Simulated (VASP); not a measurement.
# Ta in VASP: single point with PBE

Aim: the single point of Ta with PBE.

Program: VASP 6.6.1. These are calculated values, not measurements. Logs are shortened: lines on timing, memory, paths and dates and some standing lists are left out, and cuts for length are marked.

**1. The cell of the first run**

The cell holds a slab with vacuum, 9 atoms: a = 3.131 Å, b = 10.027 Å, c = 21.867 Å, α = 90.00°, β = 90.00°, γ = 90.00°.

**2. Single point, PBE**

INCAR

```
SYSTEM = Ta
PREC     = Accurate       ! precision mode
ENCUT    = 400            ! plane-wave cutoff, eV
EDIFF    = 1E-6           ! SCF threshold, eV
ISMEAR   = 1              ! smearing method
SIGMA    = 0.1            ! smearing width, eV
LREAL    = .False.        ! projectors in reciprocal space
LASPH    = .True.         ! aspherical terms in the spheres
NELM     = 120            ! most SCF steps
ALGO     = Normal         ! electronic algorithm
ISIF     = 2              ! what is computed and relaxed
LWAVE    = .False.        ! write WAVECAR
LCHARG   = .False.        ! write CHGCAR
LDIPOL   = .True.       
IDIPOL   = 3            
DIPOL    = 0.5 0.5 0.627
GGA      = PE             ! functional
NBANDS   = 60             ! bands
GGA_COMPAT= .False.      
NELMDL   = -8
```

KPOINTS

```
Automatic mesh
0
Gamma
  12 4 1
  0 0 0
```

POSCAR

```
Ta
1.0
    3.1309443647      0.0000000000      0.0000000000
    0.0000000000     10.0270758433      0.0000000000
    0.0000000000      0.0000000000     21.8670999091
Ta
9
Direct
    0.5000000000      0.5645524471      0.5392852843
    0.5000000000      0.8355601315      0.5771833436
    0.5000000000      0.1029851105      0.5461525867
    0.0000000000      0.3326026957      0.5901906153
    0.0000000000      0.6642479788      0.6438234500
    0.0000000000      0.0019833132      0.6510802973
    0.5000000000      0.2088763819      0.6894180973
    0.5000000000      0.4638039132      0.6867456282
    0.5000000000      0.8217714990      0.7174216888
```

Potentials or basis: VASP PAW PBE potentials, release 64 (Ta_pv).

Started as:

```
> cat potpaw_PBE.64/Ta_pv/POTCAR > POTCAR
> mpirun -np 1 vasp_std > vasp.out
```

OUTCAR:

```text
SYSTEM = Ta
   PREC = Accurate
   ENCUT = 400
   EDIFF = 1E-6
   ISMEAR = 1
   LREAL = .False.
   LASPH = .True.
   NELM = 120
   ISIF = 2
   GGA = PE
   NELMDL = -8

 ion  position               nearest neighbor table
   1  0.500  0.565  0.539-   2 2.84   5 2.95   5 2.95   4 3.02   4 3.02   8 3.38
   2  0.500  0.836  0.577-   5 2.74   5 2.74   3 2.77   6 2.80   6 2.80   1 2.84   9 3.07
   3  0.500  0.103  0.546-   2 2.77   4 2.95   4 2.95   6 2.96   6 2.96   7 3.31
   4  0.000  0.333  0.590-   8 2.94   8 2.94   3 2.95   3 2.95   7 2.95   7 2.95   1 3.02   1 3.02
                             5 3.53   6 3.57
   5  0.000  0.664  0.644-   8 2.71   8 2.71   2 2.74   2 2.74   9 2.75   9 2.75   1 2.95   1 2.95
                             6 3.39   4 3.53
   6  0.000  0.002  0.651-   7 2.73   7 2.73   9 2.80   9 2.80   2 2.80   2 2.80   3 2.96   3 2.96
                             5 3.39   4 3.57
   7  0.500  0.209  0.689-   8 2.56   6 2.73   6 2.73   4 2.95   4 2.95   3 3.31
   8  0.500  0.464  0.687-   7 2.56   5 2.71   5 2.71   4 2.94   4 2.94   1 3.38
   9  0.500  0.822  0.717-   5 2.75   5 2.75   6 2.80   6 2.80   2 3.07

  LATTYP: Found a simple orthorhombic cell.
 ALAT       =     3.1309443647
 B/A-ratio  =     3.2025723473
 C/A-ratio  =     6.9841866740

  Lattice vectors:

 A1 = (   3.1309443647,   0.0000000000,   0.0000000000)
 A2 = (   0.0000000000,  10.0270758433,   0.0000000000)
 A3 = (   0.0000000000,   0.0000000000,  21.8670999091)

Analysis of symmetry for initial positions (statically):
=====================================================================
 Subroutine PRICEL returns:
 Original cell was already a primitive cell.

 Routine SETGRP: Setting up the symmetry group for a
 simple orthorhombic supercell.

 Subroutine GETGRP returns: Found  2 space group operations
 (whereof  2 operations were pure point group operations)
 out of a pool of  8 trial point group operations.

The static configuration has the point symmetry C_1h.

Analysis of symmetry for dynamics (positions and initial velocities):
=====================================================================
 Subroutine PRICEL returns:
 Original cell was already a primitive cell.

 Routine SETGRP: Setting up the symmetry group for a
 simple orthorhombic supercell.

 Subroutine GETGRP returns: Found  2 space group operations
 (whereof  2 operations were pure point group operations)
 out of a pool of  8 trial point group operations.

The dynamic configuration has the point symmetry C_1h.

 Subroutine INISYM returns: Found  2 space group operations
 (whereof  2 operations are pure point group operations),
 and found     1 'primitive' translations

----------------------------------------------------------------------------------------

                                     Primitive cell

  volume of cell :     686.5005

  direct lattice vectors                    reciprocal lattice vectors
     3.130944365  0.000000000  0.000000000     0.319392453  0.000000000  0.000000000
     0.000000000 10.027075843  0.000000000     0.000000000  0.099729973  0.000000000
     0.000000000  0.000000000 21.867099909     0.000000000  0.000000000  0.045730801

  length of vectors
     3.130944365 10.027075843 21.867099909     0.319392453  0.099729973  0.045730801

  position of ions in fractional coordinates (direct lattice)
     0.500000000  0.564552447  0.539285284
     0.500000000  0.835560132  0.577183344
     0.500000000  0.102985111  0.546152587
     0.000000000  0.332602696  0.590190615
     0.000000000  0.664247979  0.643823450
     0.000000000  0.001983313  0.651080297
     0.500000000  0.208876382  0.689418097
     0.500000000  0.463803913  0.686745628
     0.500000000  0.821771499  0.717421689

  ion indices of the primitive-cell ions
   primitive index   ion index
                 1           1
                 2           2
                 3           3
                 4           4
                 5           5
                 6           6
                 7           7
                 8           8
                 9           9

----------------------------------------------------------------------------------------

 KPOINTS: Automatic mesh

Automatic generation of k-mesh.
 Grid dimensions read from file:
 generate k-points for:   12    4    1

 Generating k-lattice:

  Cartesian coordinates                     Fractional coordinates (reciprocal lattice)
     0.026616038  0.000000000  0.000000000     0.083333333  0.000000000  0.000000000
     0.000000000  0.024932493  0.000000000     0.000000000  0.250000000  0.000000000
     0.000000000  0.000000000  0.045730801     0.000000000  0.000000000  1.000000000

  Length of vectors
     0.026616038  0.024932493  0.045730801

  Shift w.r.t. Gamma in fractional coordinates (k-lattice)
     0.000000000  0.000000000  0.000000000

 Subroutine IBZKPT returns following result:
 ===========================================

 Found     21 irreducible k-points:

 Following reciprocal coordinates:
            Coordinates               Weight
  0.000000  0.000000  0.000000      1.000000
  0.083333  0.000000  0.000000      2.000000
  0.166667  0.000000  0.000000      2.000000
  0.250000  0.000000  0.000000      2.000000
  0.333333  0.000000  0.000000      2.000000
  0.416667  0.000000  0.000000      2.000000
[... 13 lines left out ...]
  0.416667  0.500000  0.000000      2.000000
  0.500000  0.500000  0.000000      1.000000
   k-points           NKPTS =     21   k-points in BZ     NKDIM =     21   number of bands    NBANDS=     60
   number of dos      NEDOS =    301   number of ions     NIONS =      9
   total plane-waves  NPLWV = 201600
   dimension x,y,z NGX =    20 NGY =   70 NGZ =  144
   dimension x,y,z NGXF=    40 NGYF=  140 NGZF=  288
   ions per type =               9
   NGX,Y,Z   is equivalent  to a cutoff of  10.62, 11.61, 10.95 a.u.
   NGXF,Y,Z  is equivalent  to a cutoff of  21.24, 23.21, 21.90 a.u.
 SYSTEM =  Ta
   PREC   = accura    normal or accurate (medium, high low for compatibility)
   ISTART =      0    job   : 0-new  1-cont  2-samecut
   ICHARG =      2    charge: 1-file 2-atom 10-const
   ISPIN  =      1    spin polarized calculation?
   LNONCOLLINEAR =      F non collinear calculations
   LSORBIT =      F    spin-orbit coupling
   LASPH  =      T    aspherical Exc in radial PAW
   ENCUT  =  400.0 eV  29.40 Ry    5.42 a.u.   5.11 16.35 35.66*2*pi/ulx,y,z
   NELM   =    120;   NELMIN=  2; NELMDL= -8     # of ELM steps
   EDIFF  = 0.1E-05   stopping-criterion for ELM
   LREAL  =      F    real-space projection
[... 7 lines left out ...]
   TEBEG  =    0.0;   TEEND  =   0.0 temperature during run
   PSTRESS=    0.0 pullay stress
   NELECT =      99.0000    total number of electrons
   NUPDOWN=      -1.0000    fix difference up-down
   EMIN   =  10.00;   EMAX   =-10.00  energy-range for DOS
   EFERMI =   0.00;   METHOD = LEGACY
   ISMEAR =     1;   SIGMA  =   0.10  broadening in eV -4-tet -1-fermi 0-gaus
   EFERMI_NEDOS =   21; number of points for ismear=-14 and -15
   IALGO  =     38    algorithm
   IMIX   =      4    mixing-type and parameters
     AMIX     =   0.40;   BMIX     =  1.00
     AMIX_MAG =   1.60;   BMIX_MAG =  1.00
  volume/ion in A,a.u.               =      76.28       514.75
  Fermi-wavevector in a.u.,A,eV,Ry     =   0.858499  1.622327 10.027765  0.737020
  Thomas-Fermi vector in A             =   1.975712
   LORBIT       =      0    0 simple, 1 ext, 2 COOP (PROOUT), +10 PAW based schemes
   GGA     = PE    functional components
   LHFCALC =     F    Hartree Fock is set to
   AEXX    =    0.0000 exact exchange contribution
   IVDW    =     0    specifies the selected vdW correction
   LEPSILON=     F    determine dielectric tensor
   LRPA    =     F    only Hartree local field effects (RPA)
 non-spin polarized calculation
 Methfessel and Paxton  Order N= 1 SIGMA  =   0.10
  energy-cutoff  :      400.00
  volume of cell :      686.50
 maximum number of plane-waves:     12552
   NGX = 11   NGY = 33   NGZ = 71

 dipolmoment           0.000000      0.000000      0.171956 electrons x Angstroem

 number of electron      99.0000015 magnetization

 dipolmoment           0.000000      0.000000     -0.017435 electrons x Angstroem

 Free energy of the ion-electron system (eV)
  ---------------------------------------------------
  ext. energy  EPLUGINS =         0.00000000
  ---------------------------------------------------
  free energy    TOTEN  =       -94.83059889 eV

  energy without entropy =      -94.82348503  energy(sigma->0) =      -94.82822760

 E-fermi :  -1.4785     XC(G=0):  -4.0164

 val. band max:       -1.4795139949   @ k =   0.0833   0.0000   0.0000
 cond. band min:      -1.4775966211   @ k =   0.0000   0.2500   0.0000
 fundamental gap:      0.0019173738
 Fermi energy:        -1.4784970760

 k-point     1 :       0.0000    0.0000    0.0000
  band No.  band energies     occupation
      1     -36.4676      2.00000
      2     -36.4048      2.00000
      3     -36.3585      2.00000
      4     -36.3420      2.00000
      5     -36.2753      2.00000
      6     -36.1591      2.00000
[... 52 lines left out ...]
     59      -0.2259     -0.00000
     60      -0.0360     -0.00000

 k-point     2 :       0.0833    0.0000    0.0000
  band No.  band energies     occupation
      1     -36.4566      2.00000
      2     -36.3982      2.00000
      3     -36.3533      2.00000
      4     -36.3364      2.00000
      5     -36.2776      2.00000
      6     -36.1590      2.00000
[... 1186 lines left out ...]
     59       0.3448     -0.00000
     60       0.8747      0.00000

 k-point    21 :       0.5000    0.5000    0.0000
  band No.  band energies     occupation
      1     -36.4655      2.00000
      2     -36.3810      2.00000
      3     -36.3437      2.00000
      4     -36.3003      2.00000
      5     -36.2414      2.00000
      6     -36.2370      2.00000
[... 52 lines left out ...]
     59       0.4323     -0.00000
     60       1.0119      0.00000

------------------------ aborting loop because EDIFF is reached ----------------------------------------

 vacuum level on the upper side and lower side of the slab       (xc-potential included)        -0.054         0.044

  FORCE on cell =-STRESS in cart. coord.  units (eV):
  Direction    XX          YY          ZZ          XY          YZ          ZX
  --------------------------------------------------------------------------------------
  -------------------------------------------------------------------------------------
  Total       -9.3706903     -7.3619576     -4.5156992      0.0000000      0.3639542      0.0000000
  in kB      -21.8696245    -17.1815783    -10.5388869      0.0000000      0.8494083      0.0000000
  external PRESSURE =     -16.5300299 kB  Pullay stress =       0.0000000 kB

 VOLUME and BASIS-vectors are now :
 -----------------------------------------------------------------------------
  energy-cutoff  :      400.00
  volume of cell :      686.50
      direct lattice vectors                 reciprocal lattice vectors
     3.130944365  0.000000000  0.000000000     0.319392453  0.000000000  0.000000000
     0.000000000 10.027075843  0.000000000     0.000000000  0.099729973  0.000000000
     0.000000000  0.000000000 21.867099909     0.000000000  0.000000000  0.045730801

 POSITION                                       TOTAL-FORCE (eV/Angst)
 -----------------------------------------------------------------------------------
      1.56547      5.66081     11.79261         0.000000     -0.650317      1.757729
      1.56547      8.37822     12.62133         0.000000      0.134067     -1.194500
      1.56547      1.03264     11.94277         0.000000      0.563270      1.287092
      0.00000      3.33503     12.90576         0.000000     -0.010537     -0.501197
      0.00000      6.66046     14.07855         0.000000     -0.447339     -0.850513
      0.00000      0.01989     14.23724         0.000000      0.237776     -0.665406
      1.56547      2.09442     15.07557         0.000000      0.046760     -0.004655
      1.56547      4.65060     15.01714         0.000000      0.037212      0.207509
      1.56547      8.23997     15.68793         0.000000      0.089108     -0.036059
 -----------------------------------------------------------------------------------
    total drift:                               -0.000000     -0.000849      0.000246

  FREE ENERGIE OF THE ION-ELECTRON SYSTEM (eV)
  ---------------------------------------------------
  free  energy   TOTEN  =       -94.8305988925 eV

  energy  without entropy=      -94.8234850254  energy(sigma->0) =      -94.82822760

 vacuum level on the upper side and lower side of the slab         2.366         2.491
```

It took 38 min on 1 thread of Intel Xeon Platinum 8259CL at 2.50GHz (Skylake/Cascade Lake), shared host; peak memory 0.74 GiB.

Results:

```yaml
Free_energy: -94.8306 eV
Largest_force: 1.874 eV/Å
Band_gap_on_the_k_mesh: zero (an odd number of electrons rules out a gap without spin polarisation)
```

Forces in eV/Å, atoms in the order of the input:
```
Ta   0.000 -0.650  1.758
Ta   0.000  0.134 -1.194
Ta   0.000  0.563  1.287
Ta   0.000 -0.011 -0.501
Ta   0.000 -0.447 -0.851
Ta   0.000  0.238 -0.665
Ta   0.000  0.047 -0.005
Ta   0.000  0.037  0.208
Ta   0.000  0.089 -0.036
```

Levels at points of the mesh, in eV from the Fermi level:
| k point | band 48 | band 49 | band 50 | band 51 | band 52 | band 53 |
| --- | --- | --- | --- | --- | --- | --- |
| (0.00, 0.00, 0.00) | -0.04 | 0.05 | 0.10 | 0.10 | 0.14 | 0.33 |
| (0.50, 0.00, 0.00) | -0.65 | -0.28 | 0.28 | 0.32 | 0.38 | 0.82 |
| (0.00, 0.50, 0.00) | 0.01 | 0.05 | 0.18 | 0.33 | 0.43 | 0.44 |
| (0.50, 0.50, 0.00) | -0.48 | -0.14 | -0.05 | 0.59 | 0.79 | 0.93 |

Caveat: spin-orbit coupling is left out, which moves the levels of the heavy elements.
